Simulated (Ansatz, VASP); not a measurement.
## Two plane-wave programs on Y3AlN4

```
Y Al N
1.0
     3.33815    0.00000    0.00000
     0.00000    4.82421    0.00000
     0.00000    0.00000    6.67045
Y Al N
3 1 4
Cartesian
  1.6691 2.4121 1.6035
  0.0000 0.0000 3.3352
  1.6691 2.4121 5.0670
  0.0000 0.0000 0.0000
  0.0000 2.4121 3.3352
  1.6691 0.0000 5.1657
  0.0000 2.4121 0.0000
  1.6691 0.0000 1.5047
```

Alike in both runs: functional PBE; k mesh 10 × 8 × 6; occupations gaussian, width 0.02 eV; no spin polarisation.

Ansatz relaxed the structure, and its values are those at the end. VASP's run is a single point on that final structure, the one shown.

```csv
,VASP,Ansatz
version,VASP 6.6.1,Ansatz 0.2.0
potentials or method,"VASP PAW PBE potentials, release 64 (Y_sv, Al, N), cutoff 520 eV","scalar-relativistic, plane waves, PAW"
valence electrons in the cell,56,56
```

VASP gave:

| Property | Result |
| --- | --- |
| gap on the k mesh at the Fermi level (eV) | 0.43 |
| least direct gap on the mesh (eV) | 0.49 |
| pressure (GPa) | -0.2 |

Question: Estimate Ansatz's values.

Answer: gap on the k mesh at the Fermi level (eV): 0.43; least direct gap on the mesh (eV): 0.49; pressure (GPa): 0.0.
